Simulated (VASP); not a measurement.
# Si4N (R3m) in VASP: further runs

Runs on Si4N. Level: PBE. Tasks: single point, relaxation of cell and atoms.

Program: VASP 6.6.1. These are calculated values, not measurements. Logs are shortened: lines on timing, memory, paths and dates and some standing lists are left out, and cuts for length are marked.

**1. The cell of the first run**

The structure is trigonal, space group R3m (No. 160). Conventional cell: a = 6.697 Å, b = 6.697 Å, c = 5.372 Å, α = 90.00°, β = 90.00°, γ = 120.00°. Within 2.5 Å of Si (site symmetry m) lie 1 N at 1.88 Å and 1 Si at 2.39 Å. Si (site symmetry 3m) has 1 N at 1.78 Å and 3 Si at 2.39 Å within 2.4 Å. N (site symmetry 3m) has 4 Si at 1.78 to 1.88 Å within 2.4 Å.

**2. Single point, PBE**

File INCAR:

```
SYSTEM = Si4N
PREC     = Accurate       ! precision mode
ENCUT    = 520            ! plane-wave cutoff, eV
EDIFF    = 1E-6           ! SCF threshold, eV
ISMEAR   = 0              ! smearing method
SIGMA    = 0.1            ! smearing width, eV
LREAL    = .FALSE.        ! projectors in reciprocal space
LASPH    = .TRUE.         ! aspherical terms in the spheres
NELM     = 60             ! most SCF steps
ALGO     = Normal         ! electronic algorithm
ISIF     = 2              ! what is computed and relaxed
LWAVE    = .FALSE.        ! write WAVECAR
LCHARG   = .TRUE.         ! write CHGCAR
GGA      = PE             ! functional
LELF     = .TRUE.         ! ELF
LVHAR    = .TRUE.       
NBANDS   = 18             ! bands
```

File KPOINTS:

```
regular mesh
0
G
  6 6 6
  0 0 0
```

File POSCAR:

```
Si4N
1.0
    3.3484040775      1.9332019955      1.7905041425
   -3.3484040775      1.9332019955      1.7905041425
    0.0000000000     -3.8664039910      1.7905041425
Si N
4 1
Direct
    0.7121070230      0.1641228356      0.7121070230
    0.7121070230      0.7121070230      0.1641228356
    0.1641228356      0.7121070230      0.7121070230
    0.3225688882      0.3225688882      0.3225688882
   -0.0084109099     -0.0084109099     -0.0084109099
```

Potentials or basis: VASP PAW PBE potentials, release 64 (Si, N).

Run with:

```console
> cat potpaw_PBE.64/Si/POTCAR potpaw_PBE.64/N/POTCAR > POTCAR
> mpirun -np 1 vasp_std > vasp.out
```

OUTCAR:

```text
SYSTEM = Si4N
   PREC = Accurate
   ENCUT = 520
   EDIFF = 1E-6
   ISMEAR = 0
   LREAL = .FALSE.
   LASPH = .TRUE.
   NELM = 60
   ISIF = 2
   GGA = PE

 ion  position               nearest neighbor table
   1  0.712  0.164  0.712-   5 1.88   4 2.39   3 2.65   3 2.65   2 2.65   2 2.65   4 3.03   2 3.03
                             3 3.03
   2  0.712  0.712  0.164-   5 1.88   4 2.39   1 2.65   3 2.65   1 2.65   3 2.65   4 3.03   1 3.03
                             3 3.03
   3  0.164  0.712  0.712-   5 1.88   4 2.39   1 2.65   1 2.65   2 2.65   2 2.65   4 3.03   2 3.03
                             1 3.03
   4  0.323  0.323  0.323-   5 1.78   2 2.39   3 2.39   1 2.39   2 3.03   1 3.03   3 3.03
   5  0.992  0.992  0.992-   4 1.78   2 1.88   3 1.88   1 1.88

  LATTYP: Found a trigonal (rhomboedric) cell.
 ALAT       =     4.2608666848
 COS(alpha) =    -0.2351219155

  Lattice vectors:

 A1 = (   3.3484040775,   1.9332019955,   1.7905041425)
 A2 = (  -3.3484040775,   1.9332019955,   1.7905041425)
 A3 = (   0.0000000000,  -3.8664039910,   1.7905041425)

Analysis of symmetry for initial positions (statically):
=====================================================================
 Subroutine PRICEL returns:
 Original cell was already a primitive cell.

 Routine SETGRP: Setting up the symmetry group for a
 trigonal (rhombohedral) supercell.

 Subroutine GETGRP returns: Found  6 space group operations
 (whereof  6 operations were pure point group operations)
 out of a pool of 12 trial point group operations.

The static configuration has the point symmetry C_3v.

Analysis of symmetry for dynamics (positions and initial velocities):
=====================================================================
 Subroutine PRICEL returns:
 Original cell was already a primitive cell.

 Routine SETGRP: Setting up the symmetry group for a
 trigonal (rhombohedral) supercell.

 Subroutine GETGRP returns: Found  6 space group operations
 (whereof  6 operations were pure point group operations)
 out of a pool of 12 trial point group operations.

The dynamic configuration has the point symmetry C_3v.

 Subroutine INISYM returns: Found  6 space group operations
 (whereof  6 operations are pure point group operations),
 and found     1 'primitive' translations

----------------------------------------------------------------------------------------

                                     Primitive cell

  volume of cell :      69.5411

  direct lattice vectors                    reciprocal lattice vectors
     3.348404078  1.933201995  1.790504142     0.149324869  0.086212753  0.186167306
    -3.348404078  1.933201995  1.790504142    -0.149324869  0.086212753  0.186167306
     0.000000000 -3.866403991  1.790504142     0.000000000 -0.172425507  0.186167306

  length of vectors
     4.260866685  4.260866685  4.260866685     0.253749525  0.253749525  0.253749525

  position of ions in fractional coordinates (direct lattice)
     0.712107023  0.164122836  0.712107023
     0.712107023  0.712107023  0.164122836
     0.164122836  0.712107023  0.712107023
     0.322568888  0.322568888  0.322568888
     0.991589090  0.991589090  0.991589090

  ion indices of the primitive-cell ions
   primitive index   ion index
                 1           1
                 2           2
                 3           3
                 4           4
                 5           5

----------------------------------------------------------------------------------------

 KPOINTS: regular mesh

Automatic generation of k-mesh.
 Grid dimensions read from file:
 generate k-points for:    6    6    6

 Generating k-lattice:

  Cartesian coordinates                     Fractional coordinates (reciprocal lattice)
     0.024887478  0.014368792  0.031027884     0.166666667  0.000000000  0.000000000
    -0.024887478  0.014368792  0.031027884     0.000000000  0.166666667  0.000000000
     0.000000000 -0.028737584  0.031027884     0.000000000  0.000000000  0.166666667

  Length of vectors
     0.042291587  0.042291587  0.042291587

  Shift w.r.t. Gamma in fractional coordinates (k-lattice)
     0.000000000  0.000000000  0.000000000

 Subroutine IBZKPT returns following result:
 ===========================================

 Found     32 irreducible k-points:

 Following reciprocal coordinates:
            Coordinates               Weight
  0.000000  0.000000  0.000000      1.000000
  0.166667  0.000000  0.000000      6.000000
  0.333333  0.000000  0.000000      6.000000
  0.500000  0.000000  0.000000      3.000000
  0.166667  0.166667  0.000000      6.000000
  0.333333  0.166667  0.000000     12.000000
[... 16 lines left out ...]
  0.500000  0.500000  0.166667      6.000000
 -0.333333  0.500000  0.166667     12.000000
 [... further k-points ...]
   k-points           NKPTS =     32   k-points in BZ     NKDIM =     32   number of bands    NBANDS=     18
   number of dos      NEDOS =    301   number of ions     NIONS =      5
   total plane-waves  NPLWV =  32768
   dimension x,y,z NGX =    32 NGY =   32 NGZ =   32
   dimension x,y,z NGXF=    64 NGYF=   64 NGZF=   64
   ions per type =               4   1
   NGX,Y,Z   is equivalent  to a cutoff of  12.49, 12.49, 12.49 a.u.
   NGXF,Y,Z  is equivalent  to a cutoff of  24.97, 24.97, 24.97 a.u.
 SYSTEM =  Si4N
   PREC   = accura    normal or accurate (medium, high low for compatibility)
   ISTART =      0    job   : 0-new  1-cont  2-samecut
   ICHARG =      2    charge: 1-file 2-atom 10-const
   ISPIN  =      1    spin polarized calculation?
   LNONCOLLINEAR =      F non collinear calculations
   LSORBIT =      F    spin-orbit coupling
   LASPH  =      T    aspherical Exc in radial PAW
   ENCUT  =  520.0 eV  38.22 Ry    6.18 a.u.   7.92  7.92  7.92*2*pi/ulx,y,z
   NELM   =     60;   NELMIN=  2; NELMDL= -5     # of ELM steps
   EDIFF  = 0.1E-05   stopping-criterion for ELM
   LREAL  =      F    real-space projection
   EDIFFG = 0.1E-04   stopping-criterion for IOM
   NSW    =      0    number of steps for IOM
   IBRION =     -1    ionic relax: 0-MD 1-quasi-New 2-CG
   NFREE  =      0    steps in history (QN), initial steepest desc. (CG)
   ISIF   =      2    stress and relaxation
   ISYM   =      2    0-nonsym 1-usesym 2-fastsym
   POTIM  = 0.5000    time-step for ionic-motion
   TEBEG  =    0.0;   TEEND  =   0.0 temperature during run
   PSTRESS=    0.0 pullay stress
   NELECT =      21.0000    total number of electrons
   NUPDOWN=      -1.0000    fix difference up-down
   EMIN   =  10.00;   EMAX   =-10.00  energy-range for DOS
   EFERMI =   0.00;   METHOD = LEGACY
   ISMEAR =     0;   SIGMA  =   0.10  broadening in eV -4-tet -1-fermi 0-gaus
   EFERMI_NEDOS =   21; number of points for ismear=-14 and -15
   IALGO  =     38    algorithm
   IMIX   =      4    mixing-type and parameters
     AMIX     =   0.40;   BMIX     =  1.00
     AMIX_MAG =   1.60;   BMIX_MAG =  1.00
  volume/ion in A,a.u.               =      13.91        93.86
  Fermi-wavevector in a.u.,A,eV,Ry     =   1.098333  2.075548 16.413190  1.206335
  Thomas-Fermi vector in A             =   2.234709
   LORBIT       =      0    0 simple, 1 ext, 2 COOP (PROOUT), +10 PAW based schemes
   GGA     = PE    functional components
   LHFCALC =     F    Hartree Fock is set to
   AEXX    =    0.0000 exact exchange contribution
   IVDW    =     0    specifies the selected vdW correction
   LEPSILON=     F    determine dielectric tensor
   LRPA    =     F    only Hartree local field effects (RPA)
 non-spin polarized calculation
 Gauss-broadening in eV      SIGMA  =   0.10
  energy-cutoff  :      520.00
  volume of cell :       69.54
 maximum number of plane-waves:      1890
   NGX = 15   NGY = 15   NGZ = 15

 number of electron      21.0000001 magnetization

 Free energy of the ion-electron system (eV)
  ---------------------------------------------------
  ext. energy  EPLUGINS =         0.00000000
  ---------------------------------------------------
  free energy    TOTEN  =       -29.06930269 eV

  energy without entropy =      -29.05632037  energy(sigma->0) =      -29.06281153

 E-fermi :   8.7707     XC(G=0): -10.8364

 val. band max:        8.7625723089   @ k =   0.5000   0.1667   0.0000
 cond. band min:       8.7958194392   @ k =  -0.3333  -0.3333   0.1667
 fundamental gap:      0.0332471303
 Fermi energy:         8.7706586300

 k-point     1 :       0.0000    0.0000    0.0000
  band No.  band energies     occupation
      1      -9.2558      2.00000
      2      -2.1119      2.00000
      3       0.3669      2.00000
      4       1.3172      2.00000
      5       1.3172      2.00000
      6       4.4825      2.00000
[... 10 lines left out ...]
     17      15.3104      0.00000
     18      15.3233      0.00000

 k-point     2 :       0.1667    0.0000    0.0000
  band No.  band energies     occupation
      1      -9.1842      2.00000
      2      -2.3684      2.00000
      3       0.5962      2.00000
      4       1.0067      2.00000
      5       1.2621      2.00000
      6       3.5411      2.00000
[... 10 lines left out ...]
     17      14.8917      0.00000
     18      15.2760      0.00000

 k-point     3 :       0.3333    0.0000    0.0000
  band No.  band energies     occupation
      1      -9.0308      2.00000
      2      -2.8288      2.00000
      3       0.3601      2.00000
      4       1.0660      2.00000
      5       1.1688      2.00000
      6       3.1314      2.00000
[... 10 lines left out ...]
     17      14.2152      0.00000
     18      14.2540      0.00000

 k-point     4 :       0.5000    0.0000    0.0000
  band No.  band energies     occupation
      1      -8.9481      2.00000
      2      -3.0490      2.00000
      3       0.1691      2.00000
      4       1.0973      2.00000
      5       1.1293      2.00000
      6       3.2489      2.00000
[... 375 lines left out ...]
      4       0.4977      2.00000
      5       2.0860      2.00000
      6       2.8787      2.00000
[... 10 lines left out ...]
     17      15.2232      0.00000
     18      15.4058      0.00000

 k-point    23 :       0.5000    0.5000    0.1667
  band No.  band energies     occupation
      1      -8.7933      2.00000
      2      -1.8754      2.00000
      3      -1.1089      2.00000
      4       0.0099      2.00000
      5       1.1326      2.00000
      6       3.0840      2.00000
[... 10 lines left out ...]
     17      14.9648      0.00000
     18      16.7070      0.00000

 k-point    24 :      -0.3333    0.5000    0.1667
  band No.  band energies     occupation
      1      -8.8247      2.00000
      2      -2.2265      2.00000
      3      -1.1985      2.00000
      4       0.4976      2.00000
      5       1.9883      2.00000
      6       2.7751      2.00000
[... 10 lines left out ...]
     17      15.4134      0.00000
     18      15.9629      0.00000

 [... further k-points ...]
[... 5 lines left out ...]
  --------------------------------------------------------------------------------------
  -------------------------------------------------------------------------------------
  Total        0.0146180      0.0146180     -0.0289996      0.0000000      0.0000000      0.0000000
  in kB        0.3367888      0.3367888     -0.6681297      0.0000000      0.0000000      0.0000000
  external PRESSURE =       0.0018159 kB  Pullay stress =       0.0000000 kB

 VOLUME and BASIS-vectors are now :
 -----------------------------------------------------------------------------
  energy-cutoff  :      520.00
  volume of cell :       69.54
      direct lattice vectors                 reciprocal lattice vectors
     3.348404078  1.933201995  1.790504142     0.149324869  0.086212753  0.186167306
    -3.348404078  1.933201995  1.790504142    -0.149324869  0.086212753  0.186167306
     0.000000000 -3.866403991  1.790504142     0.000000000 -0.172425507  0.186167306

 POSITION                                       TOTAL-FORCE (eV/Angst)
 -----------------------------------------------------------------------------------
      1.83487     -1.05936      2.84392        -0.003013      0.001740     -0.002787
      0.00000      2.11873      2.84392         0.000000     -0.003479     -0.002787
     -1.83487     -1.05936      2.84392         0.003013      0.001740     -0.002787
      0.00000      0.00000      1.73268         0.000000     -0.000000     -0.001862
      0.00000      0.00000      5.32633         0.000000     -0.000000      0.010224
 -----------------------------------------------------------------------------------
    total drift:                               -0.000000     -0.000000     -0.000255

  FREE ENERGIE OF THE ION-ELECTRON SYSTEM (eV)
  ---------------------------------------------------
  free  energy   TOTEN  =       -29.0693026871 eV

  energy  without entropy=      -29.0563203703  energy(sigma->0) =      -29.06281153
```

Run time: 11 s. Hardware: 1 thread of Intel Xeon 6975P-C (Granite Rapids), shared host; peak memory 0.18 GiB.

What came out:

```
Free energy   : -29.0693 eV
Pressure      : 0.0 GPa
Largest force : 0.010 eV/Å
```

Forces on the atoms (eV/Å):
```
Si  -0.003  0.002 -0.003
Si   0.000 -0.003 -0.003
Si   0.003  0.002 -0.003
Si   0.000  0.000 -0.002
N    0.000  0.000  0.010
```

Levels at points of the mesh, in eV from the Fermi level:
```
           k point  band 7  band 8  band 9  band 10  band 11  band 12  band 13  band 14  band 15  band 16
(0.00, 0.00, 0.00)   -4.29   -3.82   -3.82    -2.18    -1.01     1.44     1.44     2.65     4.18     4.18
(0.50, 0.00, 0.00)   -4.66   -2.87   -2.04    -0.31    -0.11     0.82     1.33     2.38     3.55     4.88
(0.50, 0.50, 0.00)   -4.61   -3.78   -2.56    -0.31    -0.30     0.59     3.08     3.63     5.13     5.96
(0.50, 0.50, 0.50)   -5.96   -3.62   -1.80    -1.80     2.75     3.03     3.03     3.19     6.61     6.61
```

**3. Single point, PBE**

This run uses another cell than the first one, of 15.23 Å³/atom, 1.095 times its volume.

File INCAR:

```
SYSTEM = Si4N
  ALGO = Normal
  EDIFF = 1E-6
  ENCUT = 520
  GGA = PE
  ISIF = 2
  ISMEAR = 0
  LASPH = .True.
  LCHARG = .False.
  LREAL = .False.
  LWAVE = .False.
  NBANDS = 18
  NELM = 80
  PREC = Accurate
  SIGMA = 0.1
```

File KPOINTS:

```
k-points
0
Gamma
  6 6 6
  0 0 0
```

File POSCAR:

```
Si4N
1.0
    2.6462306300      1.5278019700      3.1401707500
   -2.6462306300      1.5278019700      3.1401707500
    0.0000000000     -3.0556039400      3.1401707500
Si N
4 1
Direct
    0.6671306300      0.0970322400      0.6671306300
    0.6671306300      0.6671306300      0.0970322400
    0.0970322400      0.6671306300      0.6671306300
    0.3829458400      0.3829458400      0.3829458400
    0.0882555200      0.0882555200      0.0882555200
```

Potentials or basis: VASP PAW PBE potentials, release 64 (Si, N).

Run with:

```console
> cat potpaw_PBE.64/Si/POTCAR potpaw_PBE.64/N/POTCAR > POTCAR
> mpirun -np 1 vasp_std > vasp.out
```

Run time: 15 s. Hardware: 1 thread of Intel Xeon 6975P-C (Granite Rapids), shared host; peak memory 0.2 GiB.

Results (log left out):

- Free energy: -19.8293 eV
- Pressure: 26.5 GPa
- Largest force: 10.161 eV/Å

Forces on the atoms (eV/Å):
```
Si    4.126  -2.382   3.278
Si    0.000   4.765   3.278
Si   -4.126  -2.382   3.278
Si    0.000   0.000 -10.161
N     0.000   0.000   0.326
```

Stress tensor (GPa, compression positive):
```
36.11  0.00  0.00
 0.00 36.11  0.00
 0.00  0.00  7.39
```

Levels at points of the mesh, in eV from the Fermi level:
```csv
k point,band 6,band 7,band 8,band 9,band 10,band 11,band 12,band 13,band 14,band 15
"(0.00, 0.00, 0.00)",-4.46,-4.46,-2.15,-0.76,-0.17,-0.17,0.32,0.90,0.90,2.49
"(0.50, 0.00, 0.00)",-3.05,-2.90,-2.35,-1.96,-1.93,-1.04,-0.38,0.51,2.86,3.45
"(0.50, 0.50, 0.00)",-4.35,-3.19,-2.04,-1.88,-0.74,-0.10,0.79,1.65,3.27,3.64
"(0.50, 0.50, 0.50)",-6.43,-5.43,-5.43,-0.17,1.14,1.14,1.31,3.16,3.16,5.67
```

Caveat: forces of over 1 eV/Å act on the atoms, so gaps and moduli don't describe the material at rest.

[end of part 1 of 2]
